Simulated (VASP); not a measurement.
# Sn (Pm-3m) in VASP: a series of runs

Runs on Sn. Level: PBEsol. Tasks: single point, relaxation of cell and atoms.

All numbers are computed with VASP 6.6.1; they aren't measurements. Logs are shortened: lines on timing, memory, paths and dates and some standing lists are left out, and cuts for length are marked.

## Step 1: The cell of the first run

Symmetry: Pm-3m, No. 221, cubic system. Conventional cell: a = 2.804 Å, b = 2.804 Å, c = 2.804 Å, α = 90.00°, β = 90.00°, γ = 90.00°. Sn (site symmetry m-3m) has 6 Sn at 2.80 Å within 3.7 Å.

## Step 2: Single point, PBEsol

Input file INCAR:

```
SYSTEM = Sn
PREC = Accurate
ENCUT = 520
EDIFF = 1E-7
ISMEAR = -1
SIGMA = 0.05
LREAL = .False.
LASPH = .True.
NELM = 80
ALGO = Normal
ISIF = 2
LWAVE = .False.
LCHARG = .False.
GGA = PS
NBANDS = 13
```

Input file KPOINTS:

```
regular mesh
0
Gamma
  13 13 13
  0 0 0
```

Input file POSCAR:

```
Sn
1.0
    2.8036159460      0.0000000000      0.0000000000
    0.0000000000      2.8036159460      0.0000000000
    0.0000000000      0.0000000000      2.8036159460
Sn
1
Direct
    0.0000000000      0.0000000000      0.0000000000
```

Potentials or basis: VASP PAW PBE potentials, release 64 (Sn_d).

Started as:

```sh
cat potpaw_PBE.64/Sn_d/POTCAR > POTCAR
mpirun -np 1 vasp_std > vasp.out
```

OUTCAR:

```text
SYSTEM = Sn
   PREC = Accurate
   ENCUT = 520
   EDIFF = 1E-7
   ISMEAR = -1
   LREAL = .False.
   LASPH = .True.
   NELM = 80
   ISIF = 2
   GGA = PS

 ion  position               nearest neighbor table
   1  0.000  0.000  0.000-

  LATTYP: Found a simple cubic cell.
 ALAT       =     2.8036159460

  Lattice vectors:

 A1 = (   2.8036159460,   0.0000000000,   0.0000000000)
 A2 = (   0.0000000000,   2.8036159460,   0.0000000000)
 A3 = (   0.0000000000,   0.0000000000,   2.8036159460)

Analysis of symmetry for initial positions (statically):
=====================================================================
 Subroutine PRICEL returns:
 Original cell was already a primitive cell.

 Routine SETGRP: Setting up the symmetry group for a
 simple cubic supercell.

 Subroutine GETGRP returns: Found 48 space group operations
 (whereof 48 operations were pure point group operations)
 out of a pool of 48 trial point group operations.

The static configuration has the point symmetry O_h .

Analysis of symmetry for dynamics (positions and initial velocities):
=====================================================================
 Subroutine PRICEL returns:
 Original cell was already a primitive cell.

 Routine SETGRP: Setting up the symmetry group for a
 simple cubic supercell.

 Subroutine GETGRP returns: Found 48 space group operations
 (whereof 48 operations were pure point group operations)
 out of a pool of 48 trial point group operations.

The dynamic configuration has the point symmetry O_h .

 Subroutine INISYM returns: Found 48 space group operations
 (whereof 48 operations are pure point group operations),
 and found     1 'primitive' translations

----------------------------------------------------------------------------------------

                                     Primitive cell

  volume of cell :      22.0372

  direct lattice vectors                    reciprocal lattice vectors
     2.803615946  0.000000000  0.000000000     0.356682234  0.000000000  0.000000000
     0.000000000  2.803615946  0.000000000     0.000000000  0.356682234  0.000000000
     0.000000000  0.000000000  2.803615946     0.000000000  0.000000000  0.356682234

  length of vectors
     2.803615946  2.803615946  2.803615946     0.356682234  0.356682234  0.356682234

  position of ions in fractional coordinates (direct lattice)
     0.000000000  0.000000000  0.000000000

  ion indices of the primitive-cell ions
   primitive index   ion index
                 1           1

----------------------------------------------------------------------------------------

 KPOINTS: regular mesh

Automatic generation of k-mesh.
 Grid dimensions read from file:
 generate k-points for:   13   13   13

 Generating k-lattice:

  Cartesian coordinates                     Fractional coordinates (reciprocal lattice)
     0.027437095  0.000000000  0.000000000     0.076923077  0.000000000  0.000000000
     0.000000000  0.027437095  0.000000000     0.000000000  0.076923077  0.000000000
     0.000000000  0.000000000  0.027437095     0.000000000  0.000000000  0.076923077

  Length of vectors
     0.027437095  0.027437095  0.027437095

  Shift w.r.t. Gamma in fractional coordinates (k-lattice)
     0.000000000  0.000000000  0.000000000

 Subroutine IBZKPT returns following result:
 ===========================================

 Found     84 irreducible k-points:

 Following reciprocal coordinates:
            Coordinates               Weight
  0.000000  0.000000  0.000000      1.000000
  0.076923  0.000000  0.000000      6.000000
  0.153846  0.000000  0.000000      6.000000
  0.230769  0.000000  0.000000      6.000000
  0.307692  0.000000  0.000000      6.000000
  0.384615  0.000000  0.000000      6.000000
[... 16 lines left out ...]
  0.307692  0.307692  0.000000     12.000000
  0.384615  0.307692  0.000000     24.000000
 [... further k-points ...]
   k-points           NKPTS =     84   k-points in BZ     NKDIM =     84   number of bands    NBANDS=     13
   number of dos      NEDOS =    301   number of ions     NIONS =      1
   total plane-waves  NPLWV =  13824
   dimension x,y,z NGX =    24 NGY =   24 NGZ =   24
   dimension x,y,z NGXF=    48 NGYF=   48 NGZF=   48
   ions per type =               1
   NGX,Y,Z   is equivalent  to a cutoff of  14.23, 14.23, 14.23 a.u.
   NGXF,Y,Z  is equivalent  to a cutoff of  28.46, 28.46, 28.46 a.u.
 SYSTEM =  Sn
   PREC   = accura    normal or accurate (medium, high low for compatibility)
   ISTART =      0    job   : 0-new  1-cont  2-samecut
   ICHARG =      2    charge: 1-file 2-atom 10-const
   ISPIN  =      1    spin polarized calculation?
   LNONCOLLINEAR =      F non collinear calculations
   LSORBIT =      F    spin-orbit coupling
   LASPH  =      T    aspherical Exc in radial PAW
   ENCUT  =  520.0 eV  38.22 Ry    6.18 a.u.   5.21  5.21  5.21*2*pi/ulx,y,z
   NELM   =     80;   NELMIN=  2; NELMDL= -5     # of ELM steps
   EDIFF  = 0.1E-06   stopping-criterion for ELM
   LREAL  =      F    real-space projection
   EDIFFG = 0.1E-05   stopping-criterion for IOM
   NSW    =      0    number of steps for IOM
   IBRION =     -1    ionic relax: 0-MD 1-quasi-New 2-CG
   NFREE  =      0    steps in history (QN), initial steepest desc. (CG)
   ISIF   =      2    stress and relaxation
   ISYM   =      2    0-nonsym 1-usesym 2-fastsym
   POTIM  = 0.5000    time-step for ionic-motion
   TEBEG  =    0.0;   TEEND  =   0.0 temperature during run
   PSTRESS=    0.0 pullay stress
   NELECT =      14.0000    total number of electrons
   NUPDOWN=      -1.0000    fix difference up-down
   EMIN   =  10.00;   EMAX   =-10.00  energy-range for DOS
   EFERMI =   0.00;   METHOD = LEGACY
   ISMEAR =    -1;   SIGMA  =   0.05  broadening in eV -4-tet -1-fermi 0-gaus
   EFERMI_NEDOS =   21; number of points for ismear=-14 and -15
   IALGO  =     38    algorithm
   IMIX   =      4    mixing-type and parameters
     AMIX     =   0.40;   BMIX     =  1.00
     AMIX_MAG =   1.60;   BMIX_MAG =  1.00
  volume/ion in A,a.u.               =      22.04       148.71
  Fermi-wavevector in a.u.,A,eV,Ry     =   1.407340  2.659487 26.947774  1.980605
  Thomas-Fermi vector in A             =   2.529609
   LORBIT       =      0    0 simple, 1 ext, 2 COOP (PROOUT), +10 PAW based schemes
   GGA     = PS    functional components
   LHFCALC =     F    Hartree Fock is set to
   AEXX    =    0.0000 exact exchange contribution
   IVDW    =     0    specifies the selected vdW correction
   LEPSILON=     F    determine dielectric tensor
   LRPA    =     F    only Hartree local field effects (RPA)
 non-spin polarized calculation
  energy-cutoff  :      520.00
  volume of cell :       22.04
 maximum number of plane-waves:       619
 NGX is ok and might be reduce to    24
   NGX = 11   NGY = 11   NGZ = 11

 number of electron      13.9999996 magnetization

 Free energy of the ion-electron system (eV)
  ---------------------------------------------------
  ext. energy  EPLUGINS =         0.00000000
  ---------------------------------------------------
  free energy    TOTEN  =        -3.89237695 eV

  energy without entropy =       -3.88862546  energy(sigma->0) =       -3.89050120

 E-fermi :  10.6952     XC(G=0): -11.4261

 val. band max:       10.6777783238   @ k =   0.2308   0.0769   0.0000
 cond. band min:      10.7363701839   @ k =   0.4615   0.4615   0.4615
 fundamental gap:      0.0585918602
 Fermi energy:        10.6951673279

 k-point     1 :       0.0000    0.0000    0.0000
  band No.  band energies     occupation
      1     -11.4855      2.00000
      2     -11.4855      2.00000
      3     -10.6463      2.00000
      4     -10.6463      2.00000
      5     -10.6463      2.00000
      6      -2.3353      2.00000
      7      16.9544      0.00000
      8      16.9544      0.00000
      9      16.9544      0.00000
     10      20.5120      0.00000
     11      20.5120      0.00000
     12      22.7269      0.00000
     13      32.3631      0.00000

 k-point     2 :       0.0769    0.0000    0.0000
  band No.  band energies     occupation
      1     -11.4826      2.00000
      2     -11.4503      2.00000
      3     -10.6595      2.00000
      4     -10.6595      2.00000
      5     -10.6452      2.00000
      6      -2.2157      2.00000
      7      15.4568      0.00000
      8      17.0934      0.00000
      9      17.0934      0.00000
     10      20.5780      0.00000
     11      21.4154      0.00000
     12      23.5270      0.00000
     13      31.5786      0.00000

 k-point     3 :       0.1538    0.0000    0.0000
  band No.  band energies     occupation
      1     -11.4747      2.00000
      2     -11.3530      2.00000
      3     -10.6959      2.00000
      4     -10.6959      2.00000
      5     -10.6421      2.00000
      6      -1.8549      2.00000
      7      13.0114      0.00000
      8      17.5012      0.00000
      9      17.5012      0.00000
     10      20.7771      0.00000
     11      21.9646      0.00000
     12      26.0324      0.00000
     13      30.0125      0.00000
[... 305 lines left out ...]
 k-point    23 :       0.3077    0.3077    0.0000
  band No.  band energies     occupation
      1     -11.2497      2.00000
      2     -11.0083      2.00000
      3     -10.7857      2.00000
      4     -10.7848      2.00000
      5     -10.7800      2.00000
      6       1.4972      2.00000
      7       9.4310      2.00000
      8      10.8628      0.06764
      9      18.5908      0.00000
     10      21.1254      0.00000
     11      23.3170      0.00000
     12      27.4310      0.00000
     13      29.6757      0.00000

 k-point    24 :       0.3846    0.3077    0.0000
  band No.  band energies     occupation
      1     -11.2223      2.00000
      2     -11.0671      2.00000
      3     -10.8257      2.00000
      4     -10.7776      2.00000
      5     -10.6684      2.00000
      6       2.5381      2.00000
      7       7.9135      2.00000
      8      11.2357      0.00004
      9      16.8971      0.00000
     10      22.1081      0.00000
     11      23.9198      0.00000
     12      26.7189      0.00000
     13      28.3161      0.00000

 [... further k-points ...]

------------------------ aborting loop because EDIFF is reached ----------------------------------------

  FORCE on cell =-STRESS in cart. coord.  units (eV):
  Direction    XX          YY          ZZ          XY          YZ          ZX
  --------------------------------------------------------------------------------------
  -------------------------------------------------------------------------------------
  Total        3.1529243      3.1529243      3.1529243     -0.0000000      0.0000000      0.0000000
  in kB      229.2284744    229.2284744    229.2284744     -0.0000000      0.0000000      0.0000000
  external PRESSURE =     229.2284744 kB  Pullay stress =       0.0000000 kB

 VOLUME and BASIS-vectors are now :
 -----------------------------------------------------------------------------
  energy-cutoff  :      520.00
  volume of cell :       22.04
      direct lattice vectors                 reciprocal lattice vectors
     2.803615946  0.000000000  0.000000000     0.356682234  0.000000000  0.000000000
     0.000000000  2.803615946  0.000000000     0.000000000  0.356682234  0.000000000
     0.000000000  0.000000000  2.803615946     0.000000000  0.000000000  0.356682234

 POSITION                                       TOTAL-FORCE (eV/Angst)
 -----------------------------------------------------------------------------------
      0.00000      0.00000      0.00000         0.000000      0.000000      0.000000
 -----------------------------------------------------------------------------------
    total drift:                                0.000000      0.000000      0.000000

  FREE ENERGIE OF THE ION-ELECTRON SYSTEM (eV)
  ---------------------------------------------------
  free  energy   TOTEN  =        -3.8923769469 eV

  energy  without entropy=       -3.8886254627  energy(sigma->0) =       -3.89050120
```

It took 9.4 s on 1 thread of AMD EPYC 9R45 (Zen 5), shared host; peak memory 0.12 GiB.

What came out:

- Free energy: -3.8924 eV
- Pressure: 22.9 GPa
- Band gap on the k mesh: zero (band 7 reaches 16.95 eV, above the bottom of band 8 at 8.24 eV)

Caveat: the PAW data sets were made with another functional, which shifts forces and pressure a little; spin-orbit coupling is left out, which moves the levels of the heavy elements.

## Step 3: Single point, PBEsol

Input file INCAR:

```
PREC     = Accurate       # precision mode
ENCUT    = 520            # plane-wave cutoff, eV
EDIFF    = 1E-6           # SCF threshold, eV
ISMEAR   = -1             # smearing method
SIGMA    = 0.05           # smearing width, eV
LREAL    = F              # projectors in reciprocal space
LASPH    = T              # aspherical terms in the spheres
NELM     = 100            # most SCF steps
ALGO     = Normal         # electronic algorithm
ISIF     = 2              # what is computed and relaxed
LWAVE    = F              # write WAVECAR
LCHARG   = T              # write CHGCAR
GGA      = PS             # functional
LELF     = T              # ELF
LVHAR    = T            
NBANDS   = 13             # bands
```

Input file KPOINTS:

```
regular mesh
0
Gamma
  13 13 13
```

POSCAR is that of step 2.

Potentials or basis: VASP PAW PBE potentials, release 64 (Sn_d).

Started as:

```sh
cat potpaw_PBE.64/Sn_d/POTCAR > POTCAR
mpirun -np 1 vasp_std > vasp.out
```

It took 9.3 s on 1 thread of AMD EPYC 9R45 (Zen 5), shared host; peak memory 0.12 GiB.

Results (log left out):

| Item | Value |
| --- | --- |
| Free energy | -3.8924 eV |
| Pressure | 22.9 GPa |
| Band gap on the k mesh | zero (band 7 reaches 16.95 eV, above the bottom of band 8 at 8.24 eV) |

Levels at points of the mesh, in eV from the Fermi level:
```
           k point  band 5  band 6  band 7  band 8  band 9  band 10
(0.00, 0.00, 0.00)  -21.34  -13.03    6.26    6.26    6.26     9.82
```

Caveat: the PAW data sets were made with another functional, which shifts forces and pressure a little; spin-orbit coupling is left out, which moves the levels of the heavy elements.

## Step 4: Relaxation of cell and atoms, PBEsol, target pressure 23 GPa, at which the enthalpy is minimised

This run uses another cell than the first one, of 21.72 Å³/atom, 0.985 times its volume.

Input file INCAR:

```
SYSTEM = Sn
PREC = Accurate ; ENCUT = 600
EDIFF = 1E-6 ; ISMEAR = -1
SIGMA = 0.05 ; LREAL = .FALSE.
LASPH = .TRUE. ; NELM = 100
ALGO = Normal ; ISIF = 3
LWAVE = .FALSE. ; LCHARG = .FALSE.
GGA = PS ; IBRION = 2
NSW = 60 ; EDIFFG = -0.005
PSTRESS = 230.0
```

Input file KPOINTS:

```
regular mesh
0
G
  13 13 13
  0 0 0
```

Input file POSCAR:

```
Sn
1.0
    2.7899156966      0.0000000000      0.0000000000
    0.0000000000      2.7899156966      0.0000000000
    0.0000000000      0.0000000000      2.7899156966
Sn
1
Direct
    0.0000000000      0.0000000000      0.0000000000
```

Potentials or basis: VASP PAW PBE potentials, release 64 (Sn_d).

Started as:

```sh
cat potpaw_PBE.64/Sn_d/POTCAR > POTCAR
mpirun -np 1 vasp_std > vasp.out
```

OUTCAR:

```text
SYSTEM = Sn
   PREC = Accurate
   ENCUT = 600
   EDIFF = 1E-6
   ISMEAR = -1
   LREAL = .FALSE.
   LASPH = .TRUE.
   NELM = 100
   ISIF = 3
   GGA = PS
   IBRION = 2
   NSW = 60
   EDIFFG = -0.005
   PSTRESS = 230.0

 ion  position               nearest neighbor table
   1  0.000  0.000  0.000-

  LATTYP: Found a simple cubic cell.
 ALAT       =     2.7899156966

  Lattice vectors:

 A1 = (   2.7899156966,   0.0000000000,   0.0000000000)
 A2 = (   0.0000000000,   2.7899156966,   0.0000000000)
 A3 = (   0.0000000000,   0.0000000000,   2.7899156966)

Analysis of symmetry for initial positions (statically):
=====================================================================
 Subroutine PRICEL returns:
 Original cell was already a primitive cell.

 Routine SETGRP: Setting up the symmetry group for a
 simple cubic supercell.

 Subroutine GETGRP returns: Found 48 space group operations
 (whereof 48 operations were pure point group operations)
 out of a pool of 48 trial point group operations.

The static configuration has the point symmetry O_h .

Analysis of symmetry for dynamics (positions and initial velocities):
[... 166 lines left out ...]
  Total        3.4363217      3.4363217      3.4363217      0.0000000      0.0000000     -0.0000000
  in kB      253.5310497    253.5310497    253.5310497      0.0000000      0.0000000     -0.0000000
  external PRESSURE =      23.5310497 kB  Pullay stress =     230.0000000 kB
[... 61 lines left out ...]
--------------------------------------- Ionic step        3  -------------------------------------------

 number of electron      13.9999996 magnetization

 Free energy of the ion-electron system (eV)
  ---------------------------------------------------
  ext. energy  EPLUGINS =         0.00000000
  ---------------------------------------------------
  free energy    TOTEN  =        -3.89268679 eV

  energy without entropy =       -3.88893514  energy(sigma->0) =       -3.89081096

 E-fermi :  10.6948     XC(G=0): -11.4260

 val. band max:       10.6774164604   @ k =   0.2308   0.0769   0.0000
 cond. band min:      10.7360137688   @ k =   0.4615   0.4615   0.4615
 fundamental gap:      0.0585973084
 Fermi energy:        10.6947795798

 k-point     1 :       0.0000    0.0000    0.0000
  band No.  band energies     occupation
      1     -11.4859      2.00000
      2     -11.4859      2.00000
      3     -10.6468      2.00000
      4     -10.6468      2.00000
      5     -10.6468      2.00000
      6      -2.3356      2.00000
      7      16.9539      0.00000
      8      16.9539      0.00000
      9      16.9539      0.00000
     10      20.5117      0.00000
     11      20.5117      0.00000
[... 309 lines left out ...]
 k-point    24 :       0.3846    0.3077    0.0000
  band No.  band energies     occupation
      1     -11.2228      2.00000
      2     -11.0676      2.00000
      3     -10.8262      2.00000
      4     -10.7782      2.00000
      5     -10.6689      2.00000
      6       2.5377      2.00000
      7       7.9132      2.00000
      8      11.2353      0.00004
      9      16.8968      0.00000
     10      22.1074      0.00000
     11      23.9195      0.00000

 [... further k-points ...]

------------------------ aborting loop because EDIFF is reached ----------------------------------------

  FORCE on cell =-STRESS in cart. coord.  units (eV):
  Direction    XX          YY          ZZ          XY          YZ          ZX
  --------------------------------------------------------------------------------------
  -------------------------------------------------------------------------------------
  Total        3.1667491      3.1667491      3.1667491      0.0000000      0.0000000      0.0000000
  in kB      230.2305958    230.2305958    230.2305958      0.0000000      0.0000000      0.0000000
  external PRESSURE =       0.2305958 kB  Pullay stress =     230.0000000 kB
[... 20 lines left out ...]
  energy  without entropy=       -3.8889351377  energy(sigma->0) =       -3.89081096

  enthalpy is  TOTEN    =        -0.7291094262 eV   P V=        3.1635773639

 reached required accuracy - stopping structural energy minimisation
```

Run time: 21 s. Hardware: 1 thread of AMD EPYC 9R45 (Zen 5), shared host; peak memory 0.12 GiB.

Results:

```
Free energy                                            : -3.8927 eV
Relaxed volume                                         : 22.04 Å³/atom
Relaxed cell                                           : a = 2.804 Å, b = 2.804 Å, c = 2.804 Å, α = 90.00°, β = 90.00°, γ = 90.00°
Space group after relaxing (to 0.05 Å)                 : Pm-3m (No. 221)
Energy change on relaxing (the enthalpy is what falls) : -48.5 meV/atom
Ionic steps                                            : 3
Pressure after relaxing                                : 23.0 GPa
Band gap on the k mesh                                 : zero (band 7 reaches 16.95 eV, above the bottom of band 8 at 8.24 eV)
```

The path:
| step | energy change (eV) | largest force (eV/Å) | pressure (GPa) | volume (Å³) |
| --- | --- | --- | --- | --- |
| 1 | 0.0000 | 0.0000 | 25.35 | 21.72 |
| 2 | -0.1384 | 0.0000 | 18.55 | 22.73 |
| 3 | -0.0485 | 0.0000 | 23.02 | 22.04 |

Final structure:
```xyz
1
Lattice="2.8036 0.0000 0.0000 0.0000 2.8036 0.0000 0.0000 0.0000 2.8036" Properties=species:S:1:pos:R:3 pbc="T T T"
Sn    0.0000    0.0000    0.0000
```

Caveat: the cell is relaxed towards a set pressure, so the enthalpy falls and the energy may rise; the PAW data sets were made with another functional, which shifts forces and pressure a little; spin-orbit coupling is left out, which moves the levels of the heavy elements.

(Continued in part 2 of 2.)
